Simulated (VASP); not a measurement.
Wanted: the native input for a VASP 6.6.1 run.

```
Task                   : single point
Functional             : PBE
Potentials or basis    : VASP PAW PBE potentials, release 64 (In_d, P)
Cutoff                 : 520 eV
k mesh                 : 10 × 10 × 10
Occupations            : gaussian, width 0.05 eV
Spin                   : no spin polarisation
Dipole correction      : no
Further INCAR settings : ALGO = Normal; EDIFF = 1e-07; NBANDS = 16
```

The structure of InP lies in POSCAR:

```
InP
1.0
    0.0000000000      2.8832256042      3.0273868844
    2.8832256042      0.0000000000      3.0273868844
    2.8832256042      2.8832256042      0.0000000000
In P
1 1
Direct
    0.0000000000      0.0000000000      0.0000000000
    0.7500000000      0.7500000000      0.7500000000
```

This cell differs from its parent crystal: ratio of the length along z to the lengths across it x 1.05, volume and fractional coordinates fixed.

These files were run (other wordings do the same):

INCAR

```
SYSTEM = InP
PREC     = Accurate       ! precision mode
ENCUT    = 520            ! plane-wave cutoff, eV
EDIFF    = 1E-7           ! SCF threshold, eV
ISMEAR   = 0              ! smearing method
SIGMA    = 0.05           ! smearing width, eV
LREAL    = .FALSE.        ! projectors in reciprocal space
LASPH    = .TRUE.         ! aspherical terms in the spheres
NELM     = 60             ! most SCF steps
ALGO     = Normal         ! electronic algorithm
ISIF     = 2              ! what is computed and relaxed
LWAVE    = .FALSE.        ! write WAVECAR
LCHARG   = .TRUE.         ! write CHGCAR
GGA      = PE             ! functional
LELF     = .TRUE.         ! ELF
LVHAR    = .TRUE.       
NBANDS   = 16             ! bands
```

KPOINTS

```
Automatic mesh
0
G
  10 10 10
  0 0 0
```

Potentials or basis: VASP PAW PBE potentials, release 64 (In_d, P).

Command:

```console
$ cat potpaw_PBE.64/In_d/POTCAR potpaw_PBE.64/P/POTCAR > POTCAR
$ mpirun -np 1 vasp_std > vasp.out
```

It gave:

The pressure is 3.2 GPa. The band gap on the k mesh is 0.62 eV.

Caveat: the cell stands under pressure; spin-orbit coupling is left out, which moves the levels of the heavy elements.

Run time: 100 s on 1 thread of Intel Xeon 8259CL, on a shared host, peak memory 0.24 GiB.
